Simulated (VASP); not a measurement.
Here is a VASP 6.6.1 calculation.

The input INCAR:

```
PREC = Accurate
ENCUT = 400
EDIFF = 1E-8
ISMEAR = -1
SIGMA = 0.15
LREAL = False
LASPH = True
NELM = 120
ALGO = Normal
ISIF = 2
LWAVE = False
LCHARG = False
GGA = PE
LEFG = True
NBANDS = 18
GGA_COMPAT = False
```

KPOINTS

```
Automatic mesh
0
Gamma
  15 15 8
```

The input POSCAR:

```
Y
1.0
    3.6504399440      0.0000000000      0.0000000000
   -1.8252199720      3.1613737265      0.0000000000
    0.0000000000      0.0000000000      5.7262537134
Y
2
Direct
    0.3333333333      0.6666666667      0.2500000000
    0.6666666667      0.3333333333      0.7500000000
```

Potentials or basis: VASP PAW PBE potentials, release 64 (Y_sv).

Command:

```bash
$ cat potpaw_PBE.64/Y_sv/POTCAR > POTCAR
$ mpirun -np 1 vasp_std > vasp.out
```

(1) What does it give for the pressure?

(2) Predict the band gap on the k mesh.

Results:

(1) -0.1 GPa.

(2) zero (bands 11 and 12 overlap by 1.41 eV).

Caveat: without QUAD_EFG the Cq values of the log hold for a quadrupole moment of 1 mb, not for the nuclei.
